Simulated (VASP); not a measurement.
# MgI2 (P-3m1) in VASP: a series of runs

Runs on MgI2. Level: PBE. Tasks: single point.

All numbers are computed with VASP 6.6.1; they aren't measurements. Logs are shortened: lines on timing, memory, paths and dates and some standing lists are left out, and cuts for length are marked.

### 1 The cell of the first run

Symmetry: P-3m1, No. 164, trigonal system. The conventional cell has a = 4.162 Å, b = 4.162 Å, c = 7.727 Å, α = 90.00°, β = 90.00°, γ = 120.00°. Mg (site symmetry -3m) has 6 I at 3.00 Å within 4.0 Å. I (site symmetry 3m) has 3 Mg at 3.00 Å within 4.0 Å.

### 2 Single point, PBE

File INCAR:

```
SYSTEM = MgI2
ALGO = Normal
EDIFF = 1E-6
ENCUT = 520
GGA = PE
ISIF = 2
ISMEAR = 0
LASPH = .TRUE.
LCHARG = .TRUE.
LELF = .TRUE.
LREAL = .FALSE.
LVHAR = .TRUE.
LWAVE = .FALSE.
NBANDS = 15
NELM = 80
PREC = Accurate
SIGMA = 0.05
```

File KPOINTS:

```
k-points
0
G
  6 6 4
  0 0 0
```

File POSCAR:

```
MgI2
1.0
    4.1618263529      0.0000000000      0.0000000000
   -2.0809131765      3.6042473478      0.0000000000
    0.0000000000      0.0000000000      7.7274703875
Mg I
1 2
Direct
    0.0000000000      0.0000000000      0.0000000000
    0.3333333333      0.6666666667      0.7666648737
    0.6666666667      0.3333333333      0.2333351263
```

Potentials or basis: VASP PAW PBE potentials, release 64 (Mg, I).

On the command line:

```console
$ cat potpaw_PBE.64/Mg/POTCAR potpaw_PBE.64/I/POTCAR > POTCAR
$ mpirun -np 1 vasp_std > vasp.out
```

OUTCAR:

```text
SYSTEM = MgI2
   EDIFF = 1E-6
   ENCUT = 520
   GGA = PE
   ISIF = 2
   ISMEAR = 0
   LASPH = .TRUE.
   LREAL = .FALSE.
   NELM = 80
   PREC = Accurate

 ion  position               nearest neighbor table
   1  0.000  0.000  0.000-   2 3.00   3 3.00   3 3.00   2 3.00   3 3.00   2 3.00
   2  0.333  0.667  0.767-   1 3.00   1 3.00   1 3.00
   3  0.667  0.333  0.233-   1 3.00   1 3.00   1 3.00

  LATTYP: Found a hexagonal cell.
 ALAT       =     4.1618263529
 C/A-ratio  =     1.8567498334

  Lattice vectors:

 A1 = (   4.1618263529,   0.0000000000,   0.0000000000)
 A2 = (  -2.0809131765,   3.6042473478,   0.0000000000)
 A3 = (   0.0000000000,   0.0000000000,   7.7274703875)

Analysis of symmetry for initial positions (statically):
[... 33 lines left out ...]
                                     Primitive cell

  volume of cell :     115.9140

  direct lattice vectors                    reciprocal lattice vectors
     4.161826353  0.000000000  0.000000000     0.240279126  0.138725218  0.000000000
    -2.080913177  3.604247348  0.000000000     0.000000000  0.277450437  0.000000000
     0.000000000  0.000000000  7.727470388     0.000000000  0.000000000  0.129408454

  length of vectors
     4.161826353  4.161826353  7.727470388     0.277450437  0.277450437  0.129408454

  position of ions in fractional coordinates (direct lattice)
     0.000000000  0.000000000  0.000000000
     0.333333333  0.666666667  0.766664874
     0.666666667  0.333333333  0.233335126

  ion indices of the primitive-cell ions
   primitive index   ion index
                 1           1
                 2           2
                 3           3

----------------------------------------------------------------------------------------

 KPOINTS: k-points

Automatic generation of k-mesh.
 Grid dimensions read from file:
 generate k-points for:    6    6    4

 Generating k-lattice:

  Cartesian coordinates                     Fractional coordinates (reciprocal lattice)
     0.040046521  0.023120870  0.000000000     0.166666667 -0.000000000  0.000000000
     0.000000000  0.046241739  0.000000000     0.000000000  0.166666667  0.000000000
     0.000000000  0.000000000  0.032352114     0.000000000  0.000000000  0.250000000

  Length of vectors
     0.046241739  0.046241739  0.032352114

  Shift w.r.t. Gamma in fractional coordinates (k-lattice)
[... 9 lines left out ...]
  0.000000  0.000000  0.000000      1.000000
  0.166667  0.000000  0.000000      6.000000
  0.333333  0.000000  0.000000      6.000000
  0.500000  0.000000  0.000000      3.000000
  0.166667  0.166667  0.000000      6.000000
  0.333333  0.166667  0.000000     12.000000
[... 22 lines left out ...]
   dimension x,y,z NGXF=    64 NGYF=   64 NGZF=  120
   ions per type =               1   2
   NGX,Y,Z   is equivalent  to a cutoff of  12.78, 12.78, 12.91 a.u.
   NGXF,Y,Z  is equivalent  to a cutoff of  25.57, 25.57, 25.82 a.u.
 SYSTEM =  MgI2
   PREC   = accura    normal or accurate (medium, high low for compatibility)
   ISTART =      0    job   : 0-new  1-cont  2-samecut
   ICHARG =      2    charge: 1-file 2-atom 10-const
   ISPIN  =      1    spin polarized calculation?
   LNONCOLLINEAR =      F non collinear calculations
   LSORBIT =      F    spin-orbit coupling
   LASPH  =      T    aspherical Exc in radial PAW
   ENCUT  =  520.0 eV  38.22 Ry    6.18 a.u.   7.74  7.74 14.37*2*pi/ulx,y,z
   NELM   =     80;   NELMIN=  2; NELMDL= -5     # of ELM steps
   EDIFF  = 0.1E-05   stopping-criterion for ELM
   LREAL  =      F    real-space projection
   EDIFFG = 0.1E-04   stopping-criterion for IOM
   NSW    =      0    number of steps for IOM
   IBRION =     -1    ionic relax: 0-MD 1-quasi-New 2-CG
[... 14 lines left out ...]
     AMIX     =   0.40;   BMIX     =  1.00
     AMIX_MAG =   1.60;   BMIX_MAG =  1.00
  volume/ion in A,a.u.               =      38.64       260.74
  Fermi-wavevector in a.u.,A,eV,Ry     =   0.846063  1.598828  9.739365  0.715823
  Thomas-Fermi vector in A             =   1.961351
   LORBIT       =      0    0 simple, 1 ext, 2 COOP (PROOUT), +10 PAW based schemes
   GGA     = PE    functional components
[... 6 lines left out ...]
 Gauss-broadening in eV      SIGMA  =   0.05
  energy-cutoff  :      520.00
  volume of cell :      115.91
 maximum number of plane-waves:      3134
 NGX is ok and might be reduce to    32
   NGX = 15   NGY = 15   NGZ = 29

 number of electron      16.0000000 magnetization

 Free energy of the ion-electron system (eV)
  ---------------------------------------------------
  ext. energy  EPLUGINS =         0.00000000
  ---------------------------------------------------
  free energy    TOTEN  =        -7.67102194 eV

  energy without entropy =       -7.67102194  energy(sigma->0) =       -7.67102194

 E-fermi :   1.5777     XC(G=0):  -7.6622

 val. band max:        1.3573190107   @ k =   0.0000   0.0000   0.0000
 cond. band min:       4.6384586713   @ k =   0.5000   0.0000   0.5000
 fundamental gap:      3.2811396606
 Fermi energy:         1.5776938837

 k-point     1 :       0.0000    0.0000    0.0000
  band No.  band energies     occupation
      1     -10.4620      2.00000
      2     -10.0389      2.00000
      3      -1.9326      2.00000
      4       0.7913      2.00000
      5       1.1352      2.00000
      6       1.1352      2.00000
      7       1.3573      2.00000
      8       1.3573      2.00000
      9       4.7099      0.00000
     10       6.2849      0.00000
     11       8.1357      0.00000
     12       8.1357      0.00000
     13       8.2400      0.00000
     14       9.5622      0.00000
     15       9.5622      0.00000

 k-point     2 :       0.1667    0.0000    0.0000
  band No.  band energies     occupation
      1     -10.3359      2.00000
      2      -9.9563      2.00000
      3      -1.7633      2.00000
      4       0.1694      2.00000
      5       0.5206      2.00000
      6       0.7961      2.00000
      7       0.8624      2.00000
      8       1.2609      2.00000
      9       5.4536      0.00000
     10       6.7868      0.00000
     11       7.4857      0.00000
     12       8.3928      0.00000
     13       8.4184      0.00000
     14       9.3750      0.00000
     15       9.7365      0.00000

 k-point     3 :       0.3333    0.0000    0.0000
  band No.  band energies     occupation
      1     -10.0444      2.00000
      2      -9.7941      2.00000
      3      -1.6387      2.00000
      4      -1.0241      2.00000
      5      -0.4310      2.00000
      6       0.4589      2.00000
      7       0.6733      2.00000
      8       1.0120      2.00000
      9       5.2406      0.00000
     10       6.5414      0.00000
     11       7.1454      0.00000
     12       8.1849      0.00000
     13       8.3949      0.00000
     14       9.2796      0.00000
     15      10.4260      0.00000

 k-point     4 :       0.5000    0.0000    0.0000
  band No.  band energies     occupation
      1      -9.8544      2.00000
      2      -9.7355      2.00000
      3      -1.9908      2.00000
      4      -1.3854      2.00000
      5      -0.3223      2.00000
      6       0.2903      2.00000
      7       0.4367      2.00000
      8       0.8880      2.00000
      9       4.7952      0.00000
     10       6.5117      0.00000
     11       6.7650      0.00000
     12       8.1558      0.00000
     13       8.2636      0.00000
     14       9.8677      0.00000
     15      10.1682      0.00000
[... 307 lines left out ...]
 k-point    22 :       0.1667    0.1667    0.5000
  band No.  band energies     occupation
      1     -10.0849      2.00000
      2      -9.8780      2.00000
      3      -1.4917      2.00000
      4      -0.6638      2.00000
      5      -0.1111      2.00000
      6       0.3200      2.00000
      7       0.5937      2.00000
      8       0.7591      2.00000
      9       5.6843      0.00000
     10       7.0333      0.00000
     11       7.7168      0.00000
     12       8.0674      0.00000
     13       8.5937      0.00000
     14       8.9464      0.00000
     15       9.8785      0.00000

 k-point    23 :       0.3333    0.1667    0.5000
  band No.  band energies     occupation
      1      -9.8446      2.00000
      2      -9.7487      2.00000
      3      -1.7918      2.00000
      4      -1.2893      2.00000
      5      -0.3300      2.00000
      6      -0.0896      2.00000
      7       0.4600      2.00000
      8       0.6176      2.00000
      9       5.2219      0.00000
     10       6.6684      0.00000
     11       7.2953      0.00000
     12       8.1327      0.00000
     13       8.2645      0.00000
     14       9.5076      0.00000
     15      10.6121      0.00000

 k-point    24 :       0.3333    0.3333    0.5000
  band No.  band energies     occupation
      1      -9.7325      2.00000
      2      -9.7325      2.00000
      3      -1.5696      2.00000
      4      -1.0473      2.00000
      5      -1.0473      2.00000
      6      -0.6864      2.00000
      7       0.5394      2.00000
      8       0.5394      2.00000
      9       5.4749      0.00000
     10       6.8210      0.00000
     11       6.8210      0.00000
     12       8.4278      0.00000
     13       9.7130      0.00000
     14      10.0001      0.00000
     15      10.1974      0.00000

------------------------ aborting loop because EDIFF is reached ----------------------------------------

  FORCE on cell =-STRESS in cart. coord.  units (eV):
  Direction    XX          YY          ZZ          XY          YZ          ZX
  --------------------------------------------------------------------------------------
  -------------------------------------------------------------------------------------
  Total       -0.2910146     -0.2910146     -1.7860823      0.0000000      0.0000000      0.0000000
  in kB       -4.0224395     -4.0224395    -24.6874461      0.0000000      0.0000000      0.0000000
  external PRESSURE =     -10.9107750 kB  Pullay stress =       0.0000000 kB

 VOLUME and BASIS-vectors are now :
 -----------------------------------------------------------------------------
  energy-cutoff  :      520.00
  volume of cell :      115.91
      direct lattice vectors                 reciprocal lattice vectors
     4.161826353  0.000000000  0.000000000     0.240279126  0.138725218  0.000000000
    -2.080913177  3.604247348  0.000000000     0.000000000  0.277450437  0.000000000
     0.000000000  0.000000000  7.727470388     0.000000000  0.000000000  0.129408454

 POSITION                                       TOTAL-FORCE (eV/Angst)
 -----------------------------------------------------------------------------------
      0.00000      0.00000      0.00000        -0.000000      0.000000     -0.000000
     -0.00000      2.40283      5.92438         0.000000     -0.000000      0.525599
      2.08091      1.20142      1.80309        -0.000000      0.000000     -0.525599
 -----------------------------------------------------------------------------------
    total drift:                                0.000000     -0.000000     -0.000000

  FREE ENERGIE OF THE ION-ELECTRON SYSTEM (eV)
  ---------------------------------------------------
  free  energy   TOTEN  =        -7.6710219419 eV

  energy  without entropy=       -7.6710219419  energy(sigma->0) =       -7.67102194
```

Wall time 27 s (1 thread of Intel Xeon Platinum 8375C at 2.90GHz (Ice Lake), shared host); peak memory 0.24 GiB.

Results:

- Free energy: -7.6710 eV
- Pressure: -1.1 GPa
- Largest force: 0.526 eV/Å
- Band gap on the k mesh: 3.28 eV, indirect (least direct gap 3.35 eV)

Forces on the atoms (eV/Å):
```
Mg   0.000  0.000  0.000
I    0.000  0.000  0.526
I    0.000  0.000 -0.526
```

Stress tensor (GPa, compression positive):
```
-0.40  0.00  0.00
 0.00 -0.40  0.00
 0.00  0.00 -2.47
```

Caveat: spin-orbit coupling is left out, which moves the levels of the heavy elements; this functional lacks dispersion, which binds the layers, so the pressure and a relaxed spacing across them are unreliable. A k mesh can miss the band edges.

### 3 Single point, PBE

This run uses another cell than the first one, of 37.36 Å³/atom, 0.967 times its volume.

File INCAR:

```
SYSTEM = MgI2
  ALGO = Normal
  EDIFF = 1E-7
  ENCUT = 520
  GGA = PE
  ISIF = 2
  ISMEAR = 0
  LASPH = .TRUE.
  LCHARG = .FALSE.
  LREAL = .FALSE.
  LWAVE = .FALSE.
  NBANDS = 15
  NELM = 80
  PREC = Accurate
  SIGMA = 0.05
```

KPOINTS is that of step 2.

File POSCAR:

```
MgI2
1.0
    4.1154617896      0.0000000000      0.0000000000
   -2.0577308948      3.5640944581      0.0000000000
    0.0000000000      0.0000000000      7.6413829923
Mg I
1 2
Direct
    0.0000000000      0.0000000000      0.0000000000
    0.3333333333      0.6666666667      0.7973879295
    0.6666666667      0.3333333333      0.2026120705
```

Potentials or basis: VASP PAW PBE potentials, release 64 (Mg, I).

On the command line:

```console
$ cat potpaw_PBE.64/Mg/POTCAR potpaw_PBE.64/I/POTCAR > POTCAR
$ mpirun -np 1 vasp_std > vasp.out
```

OUTCAR:

```text
SYSTEM = MgI2
   EDIFF = 1E-7
   ENCUT = 520
   GGA = PE
   ISIF = 2
   ISMEAR = 0
   LASPH = .TRUE.
   LREAL = .FALSE.
   NELM = 80
   PREC = Accurate

 ion  position               nearest neighbor table
   1  0.000  0.000  0.000-   2 2.84   3 2.84   3 2.84   2 2.84   3 2.84   2 2.84
   2  0.333  0.667  0.797-   1 2.84   1 2.84   1 2.84
   3  0.667  0.333  0.203-   1 2.84   1 2.84   1 2.84

  LATTYP: Found a hexagonal cell.
 ALAT       =     4.1154617896
 C/A-ratio  =     1.8567498334

  Lattice vectors:

 A1 = (   4.1154617896,   0.0000000000,   0.0000000000)
 A2 = (  -2.0577308948,   3.5640944581,   0.0000000000)
 A3 = (   0.0000000000,   0.0000000000,   7.6413829923)

Analysis of symmetry for initial positions (statically):
[... 33 lines left out ...]
                                     Primitive cell

  volume of cell :     112.0830

  direct lattice vectors                    reciprocal lattice vectors
     4.115461790  0.000000000  0.000000000     0.242986098  0.140288089  0.000000000
    -2.057730895  3.564094458  0.000000000     0.000000000  0.280576178  0.000000000
     0.000000000  0.000000000  7.641382992     0.000000000  0.000000000  0.130866363

  length of vectors
     4.115461790  4.115461790  7.641382992     0.280576178  0.280576178  0.130866363

  position of ions in fractional coordinates (direct lattice)
     0.000000000  0.000000000  0.000000000
     0.333333333  0.666666667  0.797387929
     0.666666667  0.333333333  0.202612071

  ion indices of the primitive-cell ions
   primitive index   ion index
                 1           1
                 2           2
                 3           3

----------------------------------------------------------------------------------------

 KPOINTS: k-points

Automatic generation of k-mesh.
 Grid dimensions read from file:
 generate k-points for:    6    6    4

 Generating k-lattice:

  Cartesian coordinates                     Fractional coordinates (reciprocal lattice)
     0.040497683  0.023381348  0.000000000     0.166666667  0.000000000  0.000000000
[... 83 lines left out ...]
   GGA     = PE    functional components
[... 6 lines left out ...]
 Gauss-broadening in eV      SIGMA  =   0.05
  energy-cutoff  :      520.00
  volume of cell :      112.08
 maximum number of plane-waves:      3076
 NGX is ok and might be reduce to    32
   NGX = 15   NGY = 15   NGZ = 29

 number of electron      16.0000000 magnetization

 Free energy of the ion-electron system (eV)
  ---------------------------------------------------
  ext. energy  EPLUGINS =         0.00000000
  ---------------------------------------------------
  free energy    TOTEN  =        -7.59224404 eV

  energy without entropy =       -7.59224404  energy(sigma->0) =       -7.59224404

 E-fermi :   1.6160     XC(G=0):  -7.6231

 val. band max:        1.3846414247   @ k =   0.0000   0.0000   0.0000
 cond. band min:       5.1805497390   @ k =   0.5000   0.0000   0.2500
 fundamental gap:      3.7959083143
 Fermi energy:         1.6159694877

 k-point     1 :       0.0000    0.0000    0.0000
  band No.  band energies     occupation
      1     -10.7238      2.00000
      2      -9.9301      2.00000
      3      -1.7723      2.00000
      4       0.9683      2.00000
      5       0.9683      2.00000
      6       1.2369      2.00000
      7       1.3846      2.00000
      8       1.3846      2.00000
      9       5.5613      0.00000
     10       6.3140      0.00000
     11       8.1024      0.00000
     12       8.1024      0.00000
     13       8.2524      0.00000
     14       9.4818      0.00000
[... 401 lines left out ...]
      2      -9.7438      2.00000
      3      -2.0159      2.00000
      4      -1.3198      2.00000
      5      -1.3198      2.00000
      6      -0.5989      2.00000
      7       0.8519      2.00000
      8       0.8519      2.00000
      9       6.5419      0.00000
     10       7.8580      0.00000
     11       7.8580      0.00000
     12       9.2328      0.00000
     13       9.6030      0.00000
     14      10.0698      0.00000
     15      10.0698      0.00000

------------------------ aborting loop because EDIFF is reached ----------------------------------------

  FORCE on cell =-STRESS in cart. coord.  units (eV):
  Direction    XX          YY          ZZ          XY          YZ          ZX
  --------------------------------------------------------------------------------------
  -------------------------------------------------------------------------------------
  Total        2.1942575      2.1942575      2.7283628      0.0000000      0.0000000      0.0000000
  in kB       31.3659488     31.3659488     39.0007495      0.0000000      0.0000000      0.0000000
  external PRESSURE =      33.9108823 kB  Pullay stress =       0.0000000 kB

 VOLUME and BASIS-vectors are now :
 -----------------------------------------------------------------------------
  energy-cutoff  :      520.00
  volume of cell :      112.08
      direct lattice vectors                 reciprocal lattice vectors
     4.115461790  0.000000000  0.000000000     0.242986098  0.140288089  0.000000000
    -2.057730895  3.564094458  0.000000000     0.000000000  0.280576178  0.000000000
     0.000000000  0.000000000  7.641382992     0.000000000  0.000000000  0.130866363

 POSITION                                       TOTAL-FORCE (eV/Angst)
 -----------------------------------------------------------------------------------
      0.00000      0.00000      0.00000        -0.000000      0.000000      0.000000
     -0.00000      2.37606      6.09315        -0.000000     -0.000000     -0.878431
      2.05773      1.18803      1.54824         0.000000      0.000000      0.878431
 -----------------------------------------------------------------------------------
    total drift:                               -0.000000      0.000000      0.000000

  FREE ENERGIE OF THE ION-ELECTRON SYSTEM (eV)
  ---------------------------------------------------
  free  energy   TOTEN  =        -7.5922440383 eV

  energy  without entropy=       -7.5922440383  energy(sigma->0) =       -7.59224404
```

Wall time 16 s (1 thread of Intel Xeon 6975P-C (Granite Rapids), shared host); peak memory 0.24 GiB.

What came out:

| Property | Result |
| --- | --- |
| Free energy | -7.5922 eV |
| Pressure | 3.4 GPa |
| Largest force | 0.878 eV/Å |
| Band gap on the k mesh | 3.80 eV, indirect (least direct gap 4.18 eV) |

Forces on the atoms (eV/Å):
```
Mg   0.000  0.000  0.000
I    0.000  0.000 -0.878
I    0.000  0.000  0.878
```

Levels at points of the mesh, in eV from the valence-band top:
```csv
k point,band 6,band 7,band 8,band 9,band 10,band 11
"(0.00, 0.00, 0.00)",-0.15,0.00,0.00,4.18,4.93,6.72
"(0.50, 0.00, 0.00)",-1.40,-0.60,-0.40,3.80,5.63,5.95
"(0.00, 0.00, 0.50)",-0.40,-0.01,-0.01,4.79,4.96,6.67
"(0.50, 0.00, 0.50)",-1.19,-0.59,-0.44,3.81,5.65,5.81
```

Caveat: spin-orbit coupling is left out, which moves the levels of the heavy elements; this functional lacks dispersion, which binds the layers, so the pressure and a relaxed spacing across them are unreliable. PBE gaps usually lie below the measured ones, often by a third to a half.

(Part 1 of 2 ends here.)
